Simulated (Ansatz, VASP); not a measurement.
# Ag: VASP beside Ansatz

```
CELL_PARAMETERS angstrom
2.86695 0.00000 0.00000
0.00000 4.05448 0.00000
0.00000 0.00000 17.09770
ATOMIC_POSITIONS crystal
Ag 0.25000 0.25000 0.38017
Ag 0.75000 0.75000 0.45445
Ag 0.25000 0.25000 0.54555
Ag 0.75000 0.75000 0.61983
```

Alike in both runs: task single point; functional PBEsol; k mesh 14 × 10 × 1; occupations fermi-dirac, width 0.05 eV; no spin polarisation.

|  | VASP | Ansatz |
| --- | --- | --- |
| version | VASP 6.6.1 | Ansatz 0.2.0 |
| potentials or method | VASP PAW PBE potentials, release 64 (Ag), cutoff 520 eV | all-electron LAPW, scalar-relativistic |

```csv
,VASP,Ansatz,Ansatz less VASP
rms of the force components (eV/Å),0.004,0.001,-0.0039
```

VASP's potentials were made for PBE, not for PBEsol. Atom by atom the forces differ by 0.004 eV/Å (rms over components). Ansatz ran all-electron here, and VASP with PAW potentials.
